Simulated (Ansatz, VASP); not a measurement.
**CaO: VASP beside Ansatz**

The input INCAR:

```
ALGO = Normal ; DIPOL = 0.5 0.5 0.418
EDIFF = 1E-7 ; ENCUT = 520
GGA = PE ; IDIPOL = 3
ISIF = 2 ; ISMEAR = 0
IVDW = 12 ; LASPH = True
LCHARG = False ; LDIPOL = True
LREAL = Auto ; LUSENCCL = False
LWAVE = False ; NBANDS = 114
NELM = 100 ; PREC = Accurate
SIGMA = 0.05
```

The input KPOINTS:

```
k-points
0
Gamma
  2 2 1
```

The input POSCAR:

```
CaO
1.0
    6.7646985745      0.0000000000      0.0000000000
    0.0000000000      6.7646985745      0.0000000000
    0.0000000000      0.0000000000     24.8115642347
Ca O
12 12
Direct
    0.2500000000      0.2500000000      0.3224302959
    0.2500000000      0.7500000000      0.3224302959
    0.7500000000      0.2500000000      0.3224302959
    0.7500000000      0.7500000000      0.3224302959
    0.4999280153      0.4999938932      0.4167313940
    0.4999907419      0.0000022873      0.4182474785
    0.0000273508      0.4999996445      0.4182411498
    0.0000379840      0.0000063598      0.4174141371
    0.7540661410      0.7540459925      0.5148682557
    0.7541171583      0.2459376382      0.5148682670
    0.2458638287      0.7541886718      0.5149088648
    0.2459280444      0.2458434857      0.5149156666
    0.5000000000      0.5000000000      0.3224302959
    0.5000000000      0.0000000000      0.3224302959
    0.0000000000      0.5000000000      0.3224302959
    0.0000000000      0.0000000000      0.3224302959
    0.7497227282      0.7497701599      0.4181479542
    0.7497402654      0.2502285343      0.4181446043
    0.2502141070      0.7497287781      0.4181340301
    0.2502215315      0.2502869875      0.4181300903
   -0.0000081961      0.0000150922      0.5123463292
   -0.0002267811      0.5000126622      0.5120848782
    0.4998186872      0.0000128250      0.5120752332
    0.5002447976      0.4999816088      0.5102011293
```

Input for Ansatz:

```yaml
crystal:
  lattice:
    - [6.7646985745, 0.0, 0.0]
    - [0.0, 6.7646985745, 0.0]
    - [0.0, 0.0, 24.8115642347]
  atoms:
    - { symbol: Ca, position: [0.25, 0.25, 0.3224302959] }
    - { symbol: Ca, position: [0.25, 0.75, 0.3224302959] }
    - { symbol: Ca, position: [0.75, 0.25, 0.3224302959] }
    - { symbol: Ca, position: [0.75, 0.75, 0.3224302959] }
    - { symbol: O, position: [0.5, 0.5, 0.3224302959] }
    - { symbol: O, position: [0.5, 0.0, 0.3224302959] }
    - { symbol: O, position: [0.0, 0.5, 0.3224302959] }
    - { symbol: O, position: [0.0, 0.0, 0.3224302959] }
    - { symbol: Ca, position: [0.4999280153, 0.4999938932, 0.416731394] }
    - { symbol: Ca, position: [0.4999907419, 2.2873e-06, 0.4182474785] }
    - { symbol: Ca, position: [2.73508e-05, 0.4999996445, 0.4182411498] }
    - { symbol: Ca, position: [3.7984e-05, 6.3598e-06, 0.4174141371] }
    - { symbol: O, position: [0.7497227282, 0.7497701599, 0.4181479542] }
    - { symbol: O, position: [0.7497402654, 0.2502285343, 0.4181446043] }
    - { symbol: O, position: [0.250214107, 0.7497287781, 0.4181340301] }
    - { symbol: O, position: [0.2502215315, 0.2502869875, 0.4181300903] }
    - { symbol: Ca, position: [0.754066141, 0.7540459925, 0.5148682557] }
    - { symbol: Ca, position: [0.7541171583, 0.2459376382, 0.514868267] }
    - { symbol: Ca, position: [0.2458638287, 0.7541886718, 0.5149088648] }
    - { symbol: Ca, position: [0.2459280444, 0.2458434857, 0.5149156666] }
    - { symbol: O, position: [-8.1961e-06, 1.50922e-05, 0.5123463292] }
    - { symbol: O, position: [-0.0002267811, 0.5000126622, 0.5120848782] }
    - { symbol: O, position: [0.4998186872, 1.2825e-05, 0.5120752332] }
    - { symbol: O, position: [0.5002447976, 0.4999816088, 0.5102011293] }
basis:
  ecutwfc: 420
kpoints:
  mp_grid: { grid: [2, 2, 1] }
hamiltonian:
  xc: pbe
  dispersion: d3bj
scf:
  occupations: { method: gaussian, width: 0.05 }
output:
  forces: true
  eigenvalues: true
  write_density: true
  volumetric_format: npy
efield:
  axis: 3
  dipole_correction: true
  ramp_width: 0.04
```

Alike in both runs: task single point; functional PBE; dispersion D3(BJ); k mesh 2 × 2 × 1; occupations gaussian, width 0.05 eV; no spin polarisation.

```csv
,VASP,Ansatz
version,VASP 6.6.1,Ansatz 0.2.0
potentials or method,"VASP PAW PBE potentials, release 64 (Ca_sv, O), cutoff 520 eV","scalar-relativistic, plane waves, PAW"
valence electrons in the cell,192,192
```

|  | VASP | Ansatz | Ansatz less VASP |
| --- | --- | --- | --- |
| gap on the k mesh at the Fermi level (eV) | 2.45 | 2.46 | +0.010 |
| least direct gap on the mesh (eV) | 2.45 | 2.46 | +0.010 |
| rms of the force components (eV/Å) | 0.226 | 0.226 | -0.0003 |

The k mesh is coarse, so the values compare programs but aren't converged.
